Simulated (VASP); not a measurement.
Pt2I:

```
Pt I
1.0
    -1.92809    1.92809    4.72984
     1.92809   -1.92809    4.72984
     1.92809    1.92809   -4.72984
Pt I
2 1
Cartesian
  0.0000 0.0000 6.2907
  0.0000 0.0000 3.1690
  0.0000 0.0000 0.0000
```

* Program: VASP 6.6.1
* Task: relaxation of cell and atoms
* Functional: PBE
* Potentials or basis: VASP PAW PBE potentials, release 64 (Pt, I)
* Cutoff: 600 eV
* k mesh: 6 × 6 × 6
* Occupations: gaussian, width 0.1 eV
* Spin: no spin polarisation

At the start: pressure -15.9 GPa; volume 23.44 Å³/atom.

Q: Where does the relaxation end?

A: Over 9 steps the energy falls by 320.0 meV/atom and the volume is 19.16 Å³/atom (-18.3 %); space group I4/mmm (No. 139, to 0.1 Å) before and after.

Step by step:
```
step  energy change (eV)  largest force (eV/Å)  pressure (GPa)  volume (Å³)
   1              0.0000                0.4212          -15.94        70.33
   2             -0.3174                0.5520           29.25        49.14
   3             -0.8966                0.5278           -0.56        56.85
   4             -0.8974                0.5291            0.04        56.60
   5             -0.8972                0.5305            0.66        56.35
   6             -0.9209                0.3895            0.88        56.34
   7             -0.9512                0.0154            2.56        56.29
   8             -0.9588                0.0274           -0.96        57.97
   9             -0.9601                0.0122           -0.02        57.48
```

Final structure:
```
CELL_PARAMETERS angstrom
-1.82944 1.82944 4.29381
1.82944 -1.82944 4.29381
1.82944 1.82944 -4.29381
ATOMIC_POSITIONS crystal
Pt 0.67895 0.67895 0.00000
Pt 0.32105 0.32105 0.00000
I 0.00000 0.00000 0.00000
```

Caveat: the volume moved by over 15 % at a fixed basis, so the end points are rough; an odd number of electrons without spin polarisation forces a metal; a magnetic or distorted state may lie lower.
